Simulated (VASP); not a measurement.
Here is a VASP 6.6.1 calculation.

Contents of POSCAR:

```
SiC
1.0
    0.0000000000      2.2015855622      2.2015855622
    2.2015855622      0.0000000000      2.2015855622
    2.2015855622      2.2015855622      0.0000000000
Si C
1 1
Direct
    0.0000000000      0.0000000000      0.0000000000
    0.2500000000      0.2500000000      0.2500000000
```

The input INCAR.step1:

```
PREC = Accurate
ENCUT = 520
ISMEAR = 0
SIGMA = 0.01
LREAL = F
LASPH = T
NELM = 60
NBANDS = 11
GGA = PE
ALGO = Normal
EDIFF = 1E-4
LWAVE = T
LCHARG = F
```

File INCAR.step2:

```
PREC = Accurate
ENCUT = 520
EDIFF = 1E-6
ISMEAR = 0
SIGMA = 0.01
LREAL = F
LASPH = T
NELM = 60
ALGO = Normal
ISIF = 2
LWAVE = F
LCHARG = T
METAGGA = R2SCAN
LMIXTAU = T
LELF = T
LVHAR = T
NBANDS = 11
ISTART = 1
```

KPOINTS

```
regular mesh
0
Gamma
  10 10 10
```

Potentials or basis: VASP PAW PBE potentials, release 64 (Si, C).

Launch:

```bash
$ cat potpaw_PBE.64/Si/POTCAR potpaw_PBE.64/C/POTCAR > POTCAR
$ cp INCAR.step1 INCAR
$ mpirun -np 1 vasp_std > vasp.out
$ cp INCAR.step2 INCAR
$ mpirun -np 1 vasp_std > vasp.out
```

What does it give for the band gap on the k mesh?

1.74 eV, indirect (least direct gap 5.02 eV).

Estimate the pressure.

-7.0 GPa.

Caveat: the PAW data sets were made with another functional, which shifts forces and pressure a little. A k mesh can miss the band edges.
